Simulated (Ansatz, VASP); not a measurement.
## One calculation of YN, two programs

```xyz
2
Lattice="0.0000 2.4456 2.4898 2.4456 0.0000 2.4898 2.4456 2.4456 0.0000" Properties=species:S:1:pos:R:3 pbc="T T T"
Y     0.0000    0.0000    0.0000
N     2.4456    2.4456    2.4898
```

Change from the starting cell: strained cell.

Alike in both runs: functional PBE; k mesh 10 × 10 × 10; occupations gaussian, width 0.01 eV; no spin polarisation.

Ansatz relaxed the structure, and its values are those at the end. VASP's run is a single point on that final structure, the one shown.

|  | VASP | Ansatz |
| --- | --- | --- |
| version | VASP 6.6.1 | Ansatz 0.2.0 |
| potentials or method | VASP PAW PBE potentials, release 64 (Y_sv, N), cutoff 600 eV | scalar-relativistic, plane waves, PAW |
| valence electrons in the cell | 16 | 16 |

```csv
,VASP,Ansatz,Ansatz less VASP
gap on the k mesh at the Fermi level (eV),0.18,0.19,+0.003
least direct gap on the mesh (eV),0.59,0.59,+0.004
pressure (GPa),-1.5,-1.3,+0.23
```

Ansatz's warnings: stress scf threshold loose.
